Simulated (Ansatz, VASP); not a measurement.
# MnO in VASP and in Ansatz

File INCAR:

```
ALGO     = Normal         # electronic algorithm
EDIFF    = 1E-6           # SCF threshold, eV
ENCUT    = 520            # plane-wave cutoff, eV
GGA      = PE             # functional
ISIF     = 2              # what is computed and relaxed
ISMEAR   = -1             # smearing method
ISPIN    = 2              # spin polarisation
LASPH    = T              # aspherical terms in the spheres
LCHARG   = T              # write CHGCAR
LELF     = T              # ELF
LMAXMIX  = 4              # l up to which the mixer works
LORBIT   = 11             # projections on sites
LREAL    = F              # projectors in reciprocal space
LVHAR    = T            
LWAVE    = F              # write WAVECAR
MAGMOM   = 2 0            # initial moments
NBANDS   = 20             # bands
NELM     = 150            # most SCF steps
NUPDOWN  = 2.0            # fixed moment
PREC     = Accurate       # precision mode
SIGMA    = 0.05           # smearing width, eV
```

KPOINTS

```
k-points
0
Gamma
  10 10 10
```

POSCAR

```
MnO
1.0
    0.0000000000      2.2239077028      2.2239077028
    2.2239077028      0.0000000000      2.2239077028
    2.2239077028      2.2239077028      0.0000000000
Mn O
1 1
Direct
    0.0000000000      0.0000000000      0.0000000000
    0.5000000000      0.5000000000      0.5000000000
```

input.yaml

```yaml
crystal:
  lattice:
    - [0.0, 2.2239077028, 2.2239077028]
    - [2.2239077028, 0.0, 2.2239077028]
    - [2.2239077028, 2.2239077028, 0.0]
  atoms:
    - { symbol: Mn, position: [0.0, 0.0, 0.0], spin: 2.0 }
    - { symbol: O, position: [0.5, 0.5, 0.5] }
kpoints:
  mp_grid: { grid: [10, 10, 10] }
scf:
  occupations: { method: fermi_dirac, width: 0.05 }
hamiltonian:
  xc: pbe
  pseudopotentials: { kind: all_electron, lapw: { basis_error: 0.001 } }
magnetization:
  spin_polarized: true
  initial_magnetization: 2.0
  spin_locking: { lock_magnetization: hard }
output:
  forces: true
  stress: true
  eigenvalues: true
```

Alike in both runs: task single point; functional PBE; k mesh 10 × 10 × 10; occupations fermi-dirac, width 0.05 eV; collinear spin; fixed moment 2 μB.

|  | VASP | Ansatz |
| --- | --- | --- |
| version | VASP 6.6.1 | Ansatz 0.2.0 |
| potentials or method | VASP PAW PBE potentials, release 64 (Mn_pv, O), cutoff 520 eV | all-electron LAPW, scalar-relativistic |

```csv
,VASP,Ansatz,Ansatz less VASP
size of the moment on the site where the two differ most (μB),1.99,1.98,-0.009
```

Site moments also hang on the region over which each program counts them. Ansatz ran all-electron here, and VASP with PAW potentials.
